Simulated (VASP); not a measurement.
Wanted: the native input for a VASP 6.6.1 run.

```yaml
Task: single point
Functional: r2SCAN
Potentials_or_basis: VASP PAW PBE potentials, release 64 (Ca_sv)
Cutoff: 520 eV
k_mesh: 10 × 10 × 10
Occupations: methfessel-paxton, width 0.1 eV
Spin: no spin polarisation
Dipole_correction: no
Further_INCAR_settings: ALGO = Normal; EDIFF = 1e-06; NBANDS = 11
```

The system is Ca.

```
Ca
1.0
     0.00000    2.78350    2.78350
     2.78350    0.00000    2.78350
     2.78350    2.78350    0.00000
Ca
1
Cartesian
  0.0000 0.0000 0.0000
```

The input as run:

POSCAR

```
Ca
1.0
    0.0000000000      2.7835023068      2.7835023068
    2.7835023068      0.0000000000      2.7835023068
    2.7835023068      2.7835023068      0.0000000000
Ca
1
Direct
    0.0000000000      0.0000000000      0.0000000000
```

INCAR.step1

```
SYSTEM = Ca
ALGO = Normal ; EDIFF = 1E-4
ENCUT = 520 ; GGA = PE
ISMEAR = 1 ; LASPH = .TRUE.
LCHARG = .FALSE. ; LREAL = .FALSE.
LWAVE = .TRUE. ; NBANDS = 11
NELM = 60 ; PREC = Accurate
SIGMA = 0.1
```

INCAR.step2

```
SYSTEM = Ca
ALGO = Normal ; EDIFF = 1E-6
ENCUT = 520 ; ISIF = 2
ISMEAR = 1 ; ISTART = 1
LASPH = .TRUE. ; LCHARG = .TRUE.
LELF = .TRUE. ; LMIXTAU = .TRUE.
LREAL = .FALSE. ; LVHAR = .TRUE.
LWAVE = .FALSE. ; METAGGA = R2SCAN
NBANDS = 11 ; NELM = 60
PREC = Accurate ; SIGMA = 0.1
```

KPOINTS

```
k-points
0
G
  10 10 10
  0 0 0
```

Potentials or basis: VASP PAW PBE potentials, release 64 (Ca_sv).

Run with:

```bash
$ cat potpaw_PBE.64/Ca_sv/POTCAR > POTCAR
$ cp INCAR.step1 INCAR
$ mpirun -np 1 vasp_std > vasp.out
$ cp INCAR.step2 INCAR
$ mpirun -np 1 vasp_std > vasp.out
```

It gave:

The pressure is 0.0 GPa and the band gap on the k mesh is zero (bands 5 and 6 overlap by 0.48 eV).

Caveat: the PAW data sets were made with another functional, which shifts forces and pressure a little.

It took 46 s on 1 thread of Intel(R) Xeon(R) 6975P-C (Granite Rapids), on a shared host, peak memory 0.17 GiB.
